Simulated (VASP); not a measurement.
# Hf2N (Pnnm) in VASP: notebook, part 2 of 2

VASP 6.6.1.

## (3) Single point, LDA (mode 4 frozen in at -0.205 Å, normal strain along x -0.0350)

Input file INCAR:

```
PREC     = Accurate       # precision mode
ENCUT    = 520            # plane-wave cutoff, eV
EDIFF    = 1E-6           # SCF threshold, eV
ISMEAR   = 0              # smearing method
SIGMA    = 0.15           # smearing width, eV
LREAL    = False          # projectors in reciprocal space
LASPH    = True           # aspherical terms in the spheres
NELM     = 100            # most SCF steps
ALGO     = Normal         # electronic algorithm
ISIF     = 2              # what is computed and relaxed
LWAVE    = False          # write WAVECAR
LCHARG   = False          # write CHGCAR
GGA      = CA             # functional
NBANDS   = 34             # bands
```

Input file KPOINTS:

```
Automatic mesh
0
Gamma
  8 8 12
```

Input file POSCAR:

```
Hf2N
1.0
    5.0683330392      0.0000000000      0.0000000000
    0.0000000000      5.2521585898      0.0000000000
    0.0000000000      0.0000000000      3.2005839592
Hf N
4 2
Direct
    0.2678039453      0.3230029221      0.0000000000
    0.7321960547      0.6769970779      0.0000000000
    0.7678039453      0.1769970779      0.5000000000
    0.2321960547      0.8230029221      0.5000000000
    0.0000000000      0.0000000000      0.0000000000
    0.5000000000      0.5000000000      0.5000000000
```

Potentials or basis: VASP PAW LDA potentials, release 64 (Hf_pv, N).

Started as:

```console
cat potpaw_LDA.64/Hf_pv/POTCAR potpaw_LDA.64/N/POTCAR > POTCAR
mpirun -np 1 vasp_std > vasp.out
```

OUTCAR:

```text
PREC = Accurate
   ENCUT = 520
   EDIFF = 1E-6
   ISMEAR = 0
   LREAL = False
   LASPH = True
   NELM = 100
   ISIF = 2
   GGA = CA

 ion  position               nearest neighbor table
   1  0.268  0.323  0.000-   5 2.17   6 2.19   6 2.19   2 3.00   4 3.08   4 3.08   4 3.08   4 3.08
                             3 3.09   3 3.09   3 3.09   3 3.09   2 3.29
   2  0.732  0.677  0.000-   5 2.17   6 2.19   6 2.19   1 3.00   3 3.08   3 3.08   3 3.08   3 3.08
                             4 3.09   4 3.09   4 3.09   4 3.09   1 3.29
   3  0.768  0.177  0.500-   6 2.17   5 2.19   5 2.19   4 3.00   2 3.08   2 3.08   2 3.08   2 3.08
                             1 3.09   1 3.09   1 3.09   1 3.09   4 3.29
   4  0.232  0.823  0.500-   6 2.17   5 2.19   5 2.19   3 3.00   1 3.08   1 3.08   1 3.08   1 3.08
                             2 3.09   2 3.09   2 3.09   2 3.09   3 3.29
   5  0.000  0.000  0.000-   1 2.17   2 2.17   3 2.19   4 2.19   3 2.19   4 2.19
   6  0.500  0.500  0.500-   3 2.17   4 2.17   1 2.19   2 2.19   1 2.19   2 2.19

  LATTYP: Found a simple orthorhombic cell.
 ALAT       =     3.2005839592
 B/A-ratio  =     1.5835650943
 C/A-ratio  =     1.6410000977

  Lattice vectors:

 A1 = (   0.0000000000,   0.0000000000,   3.2005839592)
 A2 = (   5.0683330392,   0.0000000000,   0.0000000000)
 A3 = (   0.0000000000,   5.2521585898,   0.0000000000)

Analysis of symmetry for initial positions (statically):
=====================================================================
 Subroutine PRICEL returns:
 Original cell was already a primitive cell.

 Routine SETGRP: Setting up the symmetry group for a
 simple orthorhombic supercell.

 Subroutine GETGRP returns: Found  8 space group operations
 (whereof  4 operations were pure point group operations)
 out of a pool of  8 trial point group operations.

The static configuration has the point symmetry C_2h.
 The point group associated with its full space group is D_2h.

Analysis of symmetry for dynamics (positions and initial velocities):
=====================================================================
[... 143 lines left out ...]
   LORBIT       =      0    0 simple, 1 ext, 2 COOP (PROOUT), +10 PAW based schemes
   GGA     = CA    functional components
   LHFCALC =     F    Hartree Fock is set to
   AEXX    =    0.0000 exact exchange contribution
   IVDW    =     0    specifies the selected vdW correction
   LEPSILON=     F    determine dielectric tensor
   LRPA    =     F    only Hartree local field effects (RPA)
 non-spin polarized calculation
 Gauss-broadening in eV      SIGMA  =   0.15
  energy-cutoff  :      520.00
  volume of cell :       85.20
 maximum number of plane-waves:      2316
 NGX is ok and might be reduce to    40
   NGX = 19   NGY = 19   NGZ = 11

 number of electron      49.9999999 magnetization

 Free energy of the ion-electron system (eV)
  ---------------------------------------------------
  ext. energy  EPLUGINS =         0.00000000
  ---------------------------------------------------
  free energy    TOTEN  =       -69.52175276 eV

  energy without entropy =      -69.49177918  energy(sigma->0) =      -69.50676597

 E-fermi :   6.3139     XC(G=0): -12.5445

 val. band max:        6.3091632803   @ k =   0.2500   0.2500   0.1667
 cond. band min:       6.3155945312   @ k =   0.2500   0.1250   0.2500
 fundamental gap:      0.0064312510
 Fermi energy:         6.3138510502

 k-point     1 :       0.0000    0.0000    0.0000
  band No.  band energies     occupation
      1     -24.6262      2.00000
      2     -24.0250      2.00000
      3     -23.9810      2.00000
      4     -23.8332      2.00000
      5     -23.6899      2.00000
      6     -23.4964      2.00000
[... 877 lines left out ...]
     33      10.1396      0.00000
     34      10.1396      0.00000

 [... further k-points ...]

------------------------ aborting loop because EDIFF is reached ----------------------------------------

  FORCE on cell =-STRESS in cart. coord.  units (eV):
  Direction    XX          YY          ZZ          XY          YZ          ZX
  --------------------------------------------------------------------------------------
  -------------------------------------------------------------------------------------
  Total        3.9383036      6.3615884      0.9824346      0.0000000      0.0000000      0.0000000
  in kB       74.0606590    119.6310585     18.4748980      0.0000000      0.0000000      0.0000000
  external PRESSURE =      70.7222052 kB  Pullay stress =       0.0000000 kB

 VOLUME and BASIS-vectors are now :
 -----------------------------------------------------------------------------
  energy-cutoff  :      520.00
  volume of cell :       85.20
      direct lattice vectors                 reciprocal lattice vectors
     5.068333039  0.000000000  0.000000000     0.197303530  0.000000000  0.000000000
     0.000000000  5.252158590  0.000000000     0.000000000  0.190397906  0.000000000
     0.000000000  0.000000000  3.200583959     0.000000000  0.000000000  0.312442983

 POSITION                                       TOTAL-FORCE (eV/Angst)
 -----------------------------------------------------------------------------------
      1.35732      1.69646      0.00000         0.077868     -0.118242      0.000000
      3.71101      3.55570      0.00000        -0.077868      0.118242     -0.000000
      3.89149      0.92962      1.60029         0.077868      0.118242      0.000000
      1.17685      4.32254      1.60029        -0.077868     -0.118242      0.000000
      0.00000      0.00000      0.00000         0.000000      0.000000      0.000000
      2.53417      2.62608      1.60029         0.000000      0.000000      0.000000
 -----------------------------------------------------------------------------------
    total drift:                               -0.000000     -0.000000     -0.000000

  FREE ENERGIE OF THE ION-ELECTRON SYSTEM (eV)
  ---------------------------------------------------
  free  energy   TOTEN  =       -69.5217527586 eV

  energy  without entropy=      -69.4917791773  energy(sigma->0) =      -69.50676597
```

Run time: 5 min. Hardware: 1 thread of Intel Xeon Platinum 8259CL at 2.50GHz (Skylake/Cascade Lake), shared host; peak memory 0.45 GiB.

Results:

```
Free energy            : -69.5218 eV
Pressure               : 7.1 GPa
Largest force          : 0.142 eV/Å
Band gap on the k mesh : zero (band 25 reaches 7.81 eV, above the bottom of band 26 at 5.35 eV)
```

Forces in eV/Å, atoms in the order of the input:
```
Hf   0.078 -0.118  0.000
Hf  -0.078  0.118  0.000
Hf   0.078  0.118  0.000
Hf  -0.078 -0.118  0.000
N    0.000  0.000  0.000
N    0.000  0.000  0.000
```

Caveat: the cell differs from its parent crystal (mode 4 frozen in at -0.205 Å, normal strain along x -0.0350); spin-orbit coupling is left out, which moves the levels of the heavy elements.

## (4) Single point, LDA (mode 4 frozen in at +0.205 Å, normal strain along x +0.0350)

Input file INCAR:

```
PREC = Accurate ; ENCUT = 520
EDIFF = 1E-7 ; ISMEAR = 0
SIGMA = 0.15 ; LREAL = F
LASPH = T ; NELM = 60
ALGO = Normal ; ISIF = 2
LWAVE = F ; LCHARG = F
NBANDS = 34
```

KPOINTS is that of step 3.

Input file POSCAR:

```
Hf2N
1.0
    5.4359841404      0.0000000000      0.0000000000
    0.0000000000      5.2521585898      0.0000000000
    0.0000000000      0.0000000000      3.2005839592
Hf N
4 2
Direct
    0.3230029221      0.2678039453      0.0000000000
    0.6769970779      0.7321960547      0.0000000000
    0.8230029221      0.2321960547      0.5000000000
    0.1769970779      0.7678039453      0.5000000000
    0.0000000000      0.0000000000      0.0000000000
    0.5000000000      0.5000000000      0.5000000000
```

Started as:

```console
cat potpaw_LDA.64/Hf_pv/POTCAR potpaw_LDA.64/N/POTCAR > POTCAR
mpirun -np 1 vasp_std > vasp.out
```

Wall time 7.9 min (1 thread of Oxide Virtual Turin-like, shared host); peak memory 0.44 GiB.

It converged, with:

- Free energy: -69.5166 eV
- Pressure: -8.0 GPa
- Largest force: 0.231 eV/Å
- Band gap on the k mesh: zero (band 25 reaches 6.92 eV, above the bottom of band 26 at 4.81 eV)

Forces on the atoms (eV/Å):
```
Hf   0.006  0.231  0.000
Hf  -0.006 -0.231  0.000
Hf   0.006 -0.231  0.000
Hf  -0.006  0.231  0.000
N    0.000  0.000  0.000
N    0.000  0.000  0.000
```

Stress tensor (GPa, compression positive):
```
 -6.84   0.00   0.00
  0.00 -10.97   0.00
  0.00   0.00  -6.21
```

Levels at points of the mesh, in eV from the Fermi level:
```tsv
k point	band 23	band 24	band 25	band 26	band 27	band 28
(0.00, 0.00, 0.00)	0.00	0.72	0.82	1.23	1.26	1.63
(0.50, 0.00, 0.00)	-0.98	-0.98	0.91	0.91	2.32	2.32
(0.00, 0.50, 0.00)	-0.91	-0.91	1.16	1.16	1.82	1.82
(0.50, 0.50, 0.00)	-1.33	-1.33	0.56	0.56	1.27	1.27
(0.00, 0.00, 0.50)	-1.20	-1.20	-0.91	-0.91	2.41	2.41
(0.50, 0.00, 0.50)	-1.19	-1.19	-0.80	-0.80	2.55	2.55
(0.00, 0.50, 0.50)	-0.85	-0.85	-0.71	-0.71	1.18	1.18
(0.50, 0.50, 0.50)	-0.96	-0.96	-0.14	-0.14	1.57	1.57
```

Caveat: the cell differs from its parent crystal (mode 4 frozen in at +0.205 Å, normal strain along x +0.0350); spin-orbit coupling is left out, which moves the levels of the heavy elements.
